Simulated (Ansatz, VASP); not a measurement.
NaH in VASP and in Ansatz

```xyz
4
Lattice="3.9533 0.0000 0.0000 -1.9766 3.4236 0.0000 0.0000 0.0000 4.9007" Properties=species:S:1:pos:R:3 pbc="T T T"
Na    0.0000    2.2824   -0.3063
Na    1.9766    1.1412    2.1441
H     0.0000    2.2824    2.1441
H     1.9766    1.1412    4.5944
```

Change from the starting cell: uniaxial_z strain +1.5%.

Alike in both runs: task single point; functional PBE; k mesh 12 × 12 × 6; occupations fermi-dirac, width 0.02 eV; no spin polarisation.

|  | VASP | Ansatz |
| --- | --- | --- |
| version | VASP 6.6.1 | Ansatz 0.2.0 |
| potentials or method | VASP PAW PBE potentials, release 64 (Na_pv, H) | plane waves, PAW |
| plane-wave cutoff (eV) | 520 | 420 |
| valence electrons in the cell | 16 | 20 |

VASP gave:

* gap on the k mesh at the Fermi level (eV): 3.39
* pressure (GPa): 0.0
* traceless stress, the component that is largest in VASP (GPa): -0.17

Task: Estimate Ansatz's values.

Result: gap on the k mesh at the Fermi level (eV): 3.38; pressure (GPa): 0.1; traceless stress, the component that is largest in VASP (GPa): -0.16.

VASP's potentials hold 16 valence electrons a cell and Ansatz's 20, so a difference there can come from the potentials and not from the codes.
